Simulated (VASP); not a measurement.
Here is a VASP 6.6.1 calculation.

File INCAR:

```
PREC     = Accurate       # precision mode
ENCUT    = 520            # plane-wave cutoff, eV
EDIFF    = 1E-6           # SCF threshold, eV
ISMEAR   = 0              # smearing method
SIGMA    = 0.1            # smearing width, eV
LREAL    = F              # projectors in reciprocal space
LASPH    = T              # aspherical terms in the spheres
NELM     = 100            # most SCF steps
ALGO     = Normal         # electronic algorithm
ISIF     = 2              # what is computed and relaxed
LWAVE    = F              # write WAVECAR
LCHARG   = F              # write CHGCAR
GGA      = PE             # functional
NBANDS   = 21             # bands
```

KPOINTS

```
regular mesh
0
Gamma
  14 14 14
```

Contents of POSCAR:

```
RbGeN
1.0
   -1.9121072152      3.1579576344      3.5734130738
    1.9121072152     -3.1579576344      3.5734130738
    1.9121072152      3.1579576344     -3.5734130738
Rb Ge N
1 1 1
Direct
    0.0000000000      0.0000000000      0.0000000000
    0.5000000000      0.5000000000      0.0000000000
    0.5000000000      0.0000000000      0.5000000000
```

Potentials or basis: VASP PAW PBE potentials, release 64 (Rb_sv, Ge_d, N).

Run with:

```sh
$ cat potpaw_PBE.64/Rb_sv/POTCAR potpaw_PBE.64/Ge_d/POTCAR potpaw_PBE.64/N/POTCAR > POTCAR
$ mpirun -np 1 vasp_std > vasp.out
```

(1) Predict the band gap on the k mesh.

(2) What does it give for the pressure?

## Answers

(1) zero (bands 14 and 15 overlap by 0.87 eV).

(2) 0.0 GPa.
